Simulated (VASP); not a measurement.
**Al: single point with PBEsol**

The system is Al.

```
CELL_PARAMETERS angstrom
2.81246 0.01406 0.01406
-1.39405 2.42863 0.00515
0.02433 0.02433 4.86685
ATOMIC_POSITIONS crystal
Al 0.66667 0.33333 0.75000
Al 0.33333 0.66667 0.25000
```

| Quantity | Value |
| --- | --- |
| Program | VASP 6.6.1 |
| Task | single point |
| Functional | PBEsol |
| Potentials or basis | VASP PAW PBE potentials, release 64 (Al) |
| Cutoff | 520 eV |
| k mesh | 14 × 14 × 7 |
| Occupations | fermi-dirac, width 0.1 eV |
| Spin | no spin polarisation |
| Dipole correction | no |
| Further INCAR settings | ALGO = Normal; EDIFF = 1e-06; NBANDS = 10 |

```json
{"Pressure": "-1.3 GPa", "Band gap on the k mesh": "zero (bands 3 and 4 overlap by 5.36 eV)"}
```

Stress tensor (GPa, compression positive):
```
-0.64 -0.53 -0.17
-0.53 -0.61 -0.17
-0.17 -0.17 -2.55
```

Levels at points of the mesh, in eV from the Fermi level:
```tsv
k point	band 1	band 2	band 3	band 4	band 5	band 6	band 7
(0.00, 0.00, 0.00)	-11.04	-5.04	-4.81	11.14	11.33	11.52	11.56
(0.50, 0.00, 0.00)	-5.06	-4.94	0.42	0.74	1.19	1.53	6.42
(0.00, 0.50, 0.00)	-5.00	-4.90	0.51	0.75	1.29	1.53	6.26
(0.50, 0.50, 0.00)	-4.94	-4.87	0.64	0.73	1.41	1.51	6.10
```

Run time: 2 min on 1 thread of Intel(R) Xeon(R) Platinum 8259CL CPU @ 2.50GHz (Skylake/Cascade Lake), on a shared host, peak memory 0.3 GiB.

Caveat: the PAW data sets were made with another functional, which shifts forces and pressure a little.
